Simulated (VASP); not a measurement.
# HfSi (Pnma) in VASP: notebook

HfSi is run at these levels: PBEsol; tasks: single point.

Program: VASP 6.6.1. These are calculated values, not measurements. Logs are shortened: lines on timing, memory, paths and dates and some standing lists are left out, and cuts for length are marked.

## Step 1: The cell of the first run

It takes space group Pnma (No. 62, orthorhombic). The conventional cell has a = 6.617 Å, b = 3.647 Å, c = 5.202 Å, α = 90.00°, β = 90.00°, γ = 90.00°. Within 3.4 Å of Hf (site symmetry m) lie 7 Si at 2.61 to 2.81 Å and 6 Hf at 3.23 to 3.33 Å. Si (site symmetry m) has 2 Si at 2.40 Å and 7 Hf at 2.61 to 2.81 Å within 3.2 Å.

## Step 2: Single point, PBEsol (strain -0.030 along x and y, +0.000 along z)

File INCAR:

```
SYSTEM = HfSi
  PREC = Accurate
  ENCUT = 520
  EDIFF = 1E-7
  ISMEAR = 0
  SIGMA = 0.15
  LREAL = .False.
  LASPH = .True.
  NELM = 60
  ALGO = Normal
  ISIF = 2
  LWAVE = .False.
  LCHARG = .True.
  GGA = PS
  LELF = .True.
  LVHAR = .True.
  NBANDS = 38
```

File KPOINTS:

```
regular mesh
0
Gamma
  6 10 8
  0 0 0
```

File POSCAR:

```
HfSi
1.0
    6.6171575704      0.0000000000      0.0000000000
    0.0000000000      3.6468506403      0.0000000000
    0.0000000000      0.0000000000      5.2017439112
Hf Si
4 4
Direct
    0.1755908222      0.2500000000      0.1264896848
    0.3244091778      0.7500000000      0.6264896848
    0.6755908222      0.2500000000      0.3735103152
    0.8244091778      0.7500000000      0.8735103152
    0.0430603597      0.2500000000      0.6402012503
    0.4569396403      0.7500000000      0.1402012503
    0.5430603597      0.2500000000      0.8597987497
    0.9569396403      0.7500000000      0.3597987497
```

Potentials or basis: VASP PAW PBE potentials, release 64 (Hf_pv, Si).

Launch:

```
$ cat potpaw_PBE.64/Hf_pv/POTCAR potpaw_PBE.64/Si/POTCAR > POTCAR
$ mpirun -np 1 vasp_std > vasp.out
```

OUTCAR:

```text
SYSTEM = HfSi
   PREC = Accurate
   ENCUT = 520
   EDIFF = 1E-7
   ISMEAR = 0
   LREAL = .False.
   LASPH = .True.
   NELM = 60
   ISIF = 2
   GGA = PS

 ion  position               nearest neighbor table
   1  0.176  0.250  0.126-   6 2.61   6 2.61   8 2.63   8 2.63   5 2.68   7 2.80   5 2.81   4 3.23
                             4 3.23   2 3.33   2 3.33   2 3.33   2 3.33   3 3.55   3 3.55
   2  0.324  0.750  0.626-   5 2.61   5 2.61   7 2.63   7 2.63   6 2.68   8 2.80   6 2.81   3 3.23
                             3 3.23   1 3.33   1 3.33   1 3.33   1 3.33   4 3.55   4 3.55
   3  0.676  0.250  0.374-   8 2.61   8 2.61   6 2.63   6 2.63   7 2.68   5 2.80   7 2.81   2 3.23
                             2 3.23   4 3.33   4 3.33   4 3.33   4 3.33   1 3.55   1 3.55
   4  0.824  0.750  0.874-   7 2.61   7 2.61   5 2.63   5 2.63   8 2.68   6 2.80   8 2.81   1 3.23
                             1 3.23   3 3.33   3 3.33   3 3.33   3 3.33   2 3.55   2 3.55
   5  0.043  0.250  0.640-   8 2.40   8 2.40   2 2.61   2 2.61   4 2.63   4 2.63   1 2.68   3 2.80
                             1 2.81
   6  0.457  0.750  0.140-   7 2.40   7 2.40   1 2.61   1 2.61   3 2.63   3 2.63   2 2.68   4 2.80
                             2 2.81
   7  0.543  0.250  0.860-   6 2.40   6 2.40   4 2.61   4 2.61   2 2.63   2 2.63   3 2.68   1 2.80
                             3 2.81
   8  0.957  0.750  0.360-   5 2.40   5 2.40   3 2.61   3 2.61   1 2.63   1 2.63   4 2.68   2 2.80
                             4 2.81

  LATTYP: Found a simple orthorhombic cell.
 ALAT       =     3.6468506403
 B/A-ratio  =     1.4263660414
 C/A-ratio  =     1.8144854898

  Lattice vectors:

 A1 = (   0.0000000000,   3.6468506403,   0.0000000000)
 A2 = (   0.0000000000,   0.0000000000,   5.2017439112)
 A3 = (   6.6171575704,   0.0000000000,   0.0000000000)

Analysis of symmetry for initial positions (statically):
=====================================================================
 Subroutine PRICEL returns:
 Original cell was already a primitive cell.

 Routine SETGRP: Setting up the symmetry group for a
 simple orthorhombic supercell.

 Subroutine GETGRP returns: Found  8 space group operations
 (whereof  2 operations were pure point group operations)
 out of a pool of  8 trial point group operations.

The static configuration has the point symmetry S_2 .
 The point group associated with its full space group is D_2h.

Analysis of symmetry for dynamics (positions and initial velocities):
=====================================================================
 Subroutine PRICEL returns:
 Original cell was already a primitive cell.

 Routine SETGRP: Setting up the symmetry group for a
 simple orthorhombic supercell.

 Subroutine GETGRP returns: Found  8 space group operations
 (whereof  2 operations were pure point group operations)
 out of a pool of  8 trial point group operations.

The dynamic configuration has the point symmetry S_2 .
 The point group associated with its full space group is D_2h.

 Subroutine INISYM returns: Found  8 space group operations
 (whereof  2 operations are pure point group operations),
 and found     1 'primitive' translations

----------------------------------------------------------------------------------------

                                     Primitive cell

  volume of cell :     125.5274

  direct lattice vectors                    reciprocal lattice vectors
     6.617157570  0.000000000  0.000000000     0.151122289  0.000000000  0.000000000
     0.000000000  3.646850640  0.000000000     0.000000000  0.274209201  0.000000000
     0.000000000  0.000000000  5.201743911     0.000000000  0.000000000  0.192243220

  length of vectors
     6.617157570  3.646850640  5.201743911     0.151122289  0.274209201  0.192243220

  position of ions in fractional coordinates (direct lattice)
     0.175590822  0.250000000  0.126489685
     0.324409178  0.750000000  0.626489685
     0.675590822  0.250000000  0.373510315
     0.824409178  0.750000000  0.873510315
     0.043060360  0.250000000  0.640201250
     0.456939640  0.750000000  0.140201250
     0.543060360  0.250000000  0.859798750
     0.956939640  0.750000000  0.359798750

  ion indices of the primitive-cell ions
   primitive index   ion index
                 1           1
                 2           2
                 3           3
                 4           4
                 5           5
                 6           6
                 7           7
                 8           8

----------------------------------------------------------------------------------------

 KPOINTS: regular mesh

Automatic generation of k-mesh.
 Grid dimensions read from file:
 generate k-points for:    6   10    8

 Generating k-lattice:

  Cartesian coordinates                     Fractional coordinates (reciprocal lattice)
     0.025187048  0.000000000  0.000000000     0.166666667  0.000000000  0.000000000
     0.000000000  0.027420920  0.000000000     0.000000000  0.100000000  0.000000000
     0.000000000  0.000000000  0.024030403     0.000000000  0.000000000  0.125000000

  Length of vectors
     0.025187048  0.027420920  0.024030403

  Shift w.r.t. Gamma in fractional coordinates (k-lattice)
     0.000000000  0.000000000  0.000000000

 Subroutine IBZKPT returns following result:
 ===========================================

 Found    120 irreducible k-points:

 Following reciprocal coordinates:
            Coordinates               Weight
  0.000000  0.000000  0.000000      1.000000
  0.166667  0.000000  0.000000      2.000000
  0.333333  0.000000  0.000000      2.000000
  0.500000  0.000000  0.000000      1.000000
  0.000000  0.100000  0.000000      2.000000
  0.166667  0.100000  0.000000      4.000000
[... 16 lines left out ...]
  0.333333  0.500000  0.000000      2.000000
  0.500000  0.500000  0.000000      1.000000
 [... further k-points ...]
   k-points           NKPTS =    120   k-points in BZ     NKDIM =    120   number of bands    NBANDS=     38
   number of dos      NEDOS =    301   number of ions     NIONS =      8
   total plane-waves  NPLWV =  56000
   dimension x,y,z NGX =    50 NGY =   28 NGZ =   40
   dimension x,y,z NGXF=   100 NGYF=   56 NGZF=   80
   ions per type =               4   4
   NGX,Y,Z   is equivalent  to a cutoff of  12.56, 12.76, 12.78 a.u.
   NGXF,Y,Z  is equivalent  to a cutoff of  25.12, 25.53, 25.57 a.u.
 SYSTEM =  HfSi
   PREC   = accura    normal or accurate (medium, high low for compatibility)
   ISTART =      0    job   : 0-new  1-cont  2-samecut
   ICHARG =      2    charge: 1-file 2-atom 10-const
   ISPIN  =      1    spin polarized calculation?
   LNONCOLLINEAR =      F non collinear calculations
   LSORBIT =      F    spin-orbit coupling
   LASPH  =      T    aspherical Exc in radial PAW
   ENCUT  =  520.0 eV  38.22 Ry    6.18 a.u.  12.30  6.78  9.67*2*pi/ulx,y,z
   NELM   =     60;   NELMIN=  2; NELMDL= -5     # of ELM steps
   EDIFF  = 0.1E-06   stopping-criterion for ELM
   LREAL  =      F    real-space projection
   EDIFFG = 0.1E-05   stopping-criterion for IOM
   NSW    =      0    number of steps for IOM
   IBRION =     -1    ionic relax: 0-MD 1-quasi-New 2-CG
   NFREE  =      0    steps in history (QN), initial steepest desc. (CG)
   ISIF   =      2    stress and relaxation
   ISYM   =      2    0-nonsym 1-usesym 2-fastsym
   POTIM  = 0.5000    time-step for ionic-motion
   TEBEG  =    0.0;   TEEND  =   0.0 temperature during run
   PSTRESS=    0.0 pullay stress
   NELECT =      56.0000    total number of electrons
   NUPDOWN=      -1.0000    fix difference up-down
   EMIN   =  10.00;   EMAX   =-10.00  energy-range for DOS
   EFERMI =   0.00;   METHOD = LEGACY
   ISMEAR =     0;   SIGMA  =   0.15  broadening in eV -4-tet -1-fermi 0-gaus
   EFERMI_NEDOS =   21; number of points for ismear=-14 and -15
   IALGO  =     38    algorithm
   IMIX   =      4    mixing-type and parameters
     AMIX     =   0.40;   BMIX     =  1.00
     AMIX_MAG =   1.60;   BMIX_MAG =  1.00
  volume/ion in A,a.u.               =      15.69       105.89
  Fermi-wavevector in a.u.,A,eV,Ry     =   1.250906  2.363870 21.289934  1.564766
  Thomas-Fermi vector in A             =   2.384878
   LORBIT       =      0    0 simple, 1 ext, 2 COOP (PROOUT), +10 PAW based schemes
   GGA     = PS    functional components
   LHFCALC =     F    Hartree Fock is set to
   AEXX    =    0.0000 exact exchange contribution
   IVDW    =     0    specifies the selected vdW correction
   LEPSILON=     F    determine dielectric tensor
   LRPA    =     F    only Hartree local field effects (RPA)
 non-spin polarized calculation
 Gauss-broadening in eV      SIGMA  =   0.15
  energy-cutoff  :      520.00
  volume of cell :      125.53
 maximum number of plane-waves:      3418
 NGX is ok and might be reduce to    50
   NGX = 25   NGY = 13   NGZ = 19

 number of electron      56.0000001 magnetization

 Free energy of the ion-electron system (eV)
  ---------------------------------------------------
  ext. energy  EPLUGINS =         0.00000000
  ---------------------------------------------------
  free energy    TOTEN  =       -71.88157827 eV

  energy without entropy =      -71.86129113  energy(sigma->0) =      -71.87143470

 E-fermi :   8.1248     XC(G=0): -12.0166

 val. band max:        8.1117219087   @ k =   0.1667   0.0000   0.2500
 cond. band min:       8.1426360736   @ k =   0.0000   0.1000   0.3750
 fundamental gap:      0.0309141648
 Fermi energy:         8.1248406577

 k-point     1 :       0.0000    0.0000    0.0000
  band No.  band energies     occupation
      1     -22.3163      2.00000
      2     -22.3156      2.00000
      3     -22.2761      2.00000
      4     -22.1613      2.00000
      5     -22.1517      2.00000
      6     -22.1217      2.00000
[... 30 lines left out ...]
     37      11.4180      0.00000
     38      12.2224      0.00000

 k-point     2 :       0.1667    0.0000    0.0000
  band No.  band energies     occupation
      1     -22.3201      2.00000
      2     -22.3115      2.00000
      3     -22.2799      2.00000
      4     -22.1468      2.00000
      5     -22.1367      2.00000
      6     -22.1309      2.00000
[... 30 lines left out ...]
     37      11.2727      0.00000
     38      11.8037      0.00000
[... 859 lines left out ...]
     37      12.1414      0.00000
     38      12.1491      0.00000

 k-point    24 :       0.5000    0.5000    0.0000
  band No.  band energies     occupation
      1     -22.2387      2.00000
      2     -22.2387      2.00000
      3     -22.2387      2.00000
      4     -22.2387      2.00000
      5     -22.1551      2.00000
      6     -22.1551      2.00000
[... 30 lines left out ...]
     37      12.3701      0.00000
     38      12.3701      0.00000

 [... further k-points ...]
[... 5 lines left out ...]
  --------------------------------------------------------------------------------------
  -------------------------------------------------------------------------------------
  Total       11.2799041     11.2987983      3.9914412      0.0000000      0.0000000      0.0000000
  in kB      143.9718442    144.2130015     50.9450383      0.0000000      0.0000000      0.0000000
  external PRESSURE =     113.0432947 kB  Pullay stress =       0.0000000 kB

 VOLUME and BASIS-vectors are now :
 -----------------------------------------------------------------------------
  energy-cutoff  :      520.00
  volume of cell :      125.53
      direct lattice vectors                 reciprocal lattice vectors
     6.617157570  0.000000000  0.000000000     0.151122289  0.000000000  0.000000000
     0.000000000  3.646850640  0.000000000     0.000000000  0.274209201  0.000000000
     0.000000000  0.000000000  5.201743911     0.000000000  0.000000000  0.192243220

 POSITION                                       TOTAL-FORCE (eV/Angst)
 -----------------------------------------------------------------------------------
      1.16191      0.91171      0.65797        -0.285133     -0.000000     -0.119897
      2.14667      2.73514      3.25884         0.285133     -0.000000     -0.119897
      4.47049      0.91171      1.94291        -0.285133     -0.000000      0.119897
      5.45525      2.73514      4.54378         0.285133      0.000000      0.119897
      0.28494      0.91171      3.33016        -0.058250      0.000000     -0.045750
      3.02364      2.73514      0.72929         0.058250     -0.000000     -0.045750
      3.59352      0.91171      4.47245        -0.058250     -0.000000      0.045750
      6.33222      2.73514      1.87158         0.058250     -0.000000      0.045750
 -----------------------------------------------------------------------------------
    total drift:                                0.000000     -0.000000      0.000000

  FREE ENERGIE OF THE ION-ELECTRON SYSTEM (eV)
  ---------------------------------------------------
  free  energy   TOTEN  =       -71.8815782724 eV

  energy  without entropy=      -71.8612911290  energy(sigma->0) =      -71.87143470
```

It took 7.5 min on 1 thread of Intel Xeon Platinum 8488C (Sapphire Rapids), shared host; peak memory 0.53 GiB.

What came out:

```yaml
Free_energy: -71.8816 eV
Pressure: 11.3 GPa
Largest_force: 0.309 eV/Å
Band_gap_on_the_k_mesh: zero (bands 28 and 29 overlap by 0.38 eV)
```

Forces on the atoms (eV/Å):
```
Hf  -0.285  0.000 -0.120
Hf   0.285  0.000 -0.120
Hf  -0.285  0.000  0.120
Hf   0.285  0.000  0.120
Si  -0.058  0.000 -0.046
Si   0.058  0.000 -0.046
Si  -0.058  0.000  0.046
Si   0.058  0.000  0.046
```

Caveat: the cell differs from its parent crystal (strain -0.030 along x and y, +0.000 along z); the stress differs along the axes, from 5 to 14 GPa; the PAW data sets were made with another functional, which shifts forces and pressure a little; spin-orbit coupling is left out, which moves the levels of the heavy elements.

## Step 3: Single point, PBEsol (strain -0.015 along x and y, -0.030 along z)

File INCAR:

```
SYSTEM = HfSi
PREC     = Accurate       ! precision mode
ENCUT    = 520            ! plane-wave cutoff, eV
EDIFF    = 1E-6           ! SCF threshold, eV
ISMEAR   = 0              ! smearing method
SIGMA    = 0.15           ! smearing width, eV
LREAL    = .False.        ! projectors in reciprocal space
LASPH    = .True.         ! aspherical terms in the spheres
NELM     = 80             ! most SCF steps
ALGO     = Normal         ! electronic algorithm
ISIF     = 2              ! what is computed and relaxed
LWAVE    = .False.        ! write WAVECAR
LCHARG   = .False.        ! write CHGCAR
GGA      = PS             ! functional
NBANDS   = 38             ! bands
```

File KPOINTS:

```
Automatic mesh
0
Gamma
  6 10 8
  0 0 0
```

POSCAR, as its differences from that of step 2:

```diff
@@ -2,5 +2,5 @@
 1.0
-    6.6171575704      0.0000000000      0.0000000000
-    0.0000000000      3.6468506403      0.0000000000
-    0.0000000000      0.0000000000      5.2017439112
+    6.7194847493      0.0000000000      0.0000000000
+    0.0000000000      3.7032452379      0.0000000000
+    0.0000000000      0.0000000000      5.0456915939
 Hf Si
```

Potentials or basis: VASP PAW PBE potentials, release 64 (Hf_pv, Si).

Launch:

```
$ cat potpaw_PBE.64/Hf_pv/POTCAR potpaw_PBE.64/Si/POTCAR > POTCAR
$ mpirun -np 1 vasp_std > vasp.out
```

Wall time 6.7 min (1 thread of Intel Xeon Platinum 8488C (Sapphire Rapids), shared host); peak memory 0.54 GiB.

It converged, with:

| Property | Result |
| --- | --- |
| Free energy | -71.9265 eV |
| Pressure | 11.5 GPa |
| Largest force | 0.113 eV/Å |
| Band gap on the k mesh | zero (bands 28 and 29 overlap by 0.43 eV) |

Forces in eV/Å, atoms in the order of the input:
```
Hf   0.109  0.000  0.028
Hf  -0.109  0.000  0.028
Hf   0.109  0.000 -0.028
Hf  -0.109  0.000 -0.028
Si  -0.038  0.000 -0.051
Si   0.038  0.000 -0.051
Si  -0.038  0.000  0.051
Si   0.038  0.000  0.051
```

Stress tensor (GPa, compression positive):
```
 9.57  0.00  0.00
 0.00  9.42  0.00
 0.00  0.00 15.46
```

Levels at points of the mesh, in eV from the Fermi level:
```csv
k point,band 24,band 25,band 26,band 27,band 28,band 29,band 30,band 31,band 32,band 33
"(0.00, 0.00, 0.00)",-2.04,-0.92,-0.53,-0.42,-0.34,0.36,0.67,0.91,1.33,1.39
"(0.50, 0.00, 0.00)",-2.61,-0.99,-0.99,-0.63,-0.63,0.11,0.11,1.13,1.13,2.45
"(0.00, 0.50, 0.00)",-2.72,-2.21,-2.21,-1.71,-1.71,2.27,2.27,2.77,2.77,3.30
"(0.50, 0.50, 0.00)",-3.17,-2.07,-2.07,-2.07,-2.07,3.07,3.07,3.07,3.07,3.84
"(0.00, 0.00, 0.50)",-1.99,-1.27,-1.27,-0.24,-0.24,0.92,0.92,0.99,0.99,1.96
"(0.50, 0.00, 0.50)",-2.78,-1.33,-1.33,-0.84,-0.84,0.62,0.62,1.37,1.37,2.02
"(0.00, 0.50, 0.50)",-2.78,-0.85,-0.85,-0.62,-0.62,-0.06,-0.06,0.96,0.96,3.21
"(0.50, 0.50, 0.50)",-2.74,-1.78,-1.78,-1.78,-1.78,2.07,2.07,2.07,2.07,3.18
```

Caveat: the cell differs from its parent crystal (strain -0.015 along x and y, -0.030 along z); the stress differs along the axes, from 9 to 15 GPa; the PAW data sets were made with another functional, which shifts forces and pressure a little; spin-orbit coupling is left out, which moves the levels of the heavy elements.

The gap in the log of VASP goes by the Fermi energy; the results here count the filled bands.